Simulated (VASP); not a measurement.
A run of VASP 6.6.1 is set up as follows.

The input INCAR:

```
SYSTEM = CaSn2
PREC = Accurate
ENCUT = 520
EDIFF = 1E-7
ISMEAR = 0
SIGMA = 0.1
LREAL = .False.
LASPH = .True.
NELM = 150
ALGO = Fast
ISIF = 2
LWAVE = .False.
LCHARG = .False.
ISPIN = 2
MAGMOM = 0 0 0
LORBIT = 11
GGA = PE
NBANDS = 30
```

File KPOINTS:

```
regular mesh
0
Gamma
  12 12 12
  0 0 0
```

Contents of POSCAR:

```
CaSn2
1.0
    0.0000000000      3.6480581970      3.6480581970
    3.6480581970      0.0000000000      3.6480581970
    3.6480581970      3.6480581970      0.0000000000
Ca Sn
1 2
Direct
    0.0000000000      0.0000000000      0.0000000000
    0.2500000000      0.2500000000      0.2500000000
    0.7500000000      0.7500000000      0.7500000000
```

Potentials or basis: VASP PAW PBE potentials, release 64 (Ca_sv, Sn_d).

Run with:

```sh
$ cat potpaw_PBE.64/Ca_sv/POTCAR potpaw_PBE.64/Sn_d/POTCAR > POTCAR
$ mpirun -np 1 vasp_std > vasp.out
```

(1) Estimate the pressure.

(2) Estimate the net moment.

(3) Predict the band gap on the k mesh.

Results:

(1) 0.0 GPa.

(2) 0.00 μB per cell.

(3) zero (filled and empty bands overlap).

Caveat: spin-orbit coupling is left out, which moves the levels of the heavy elements.
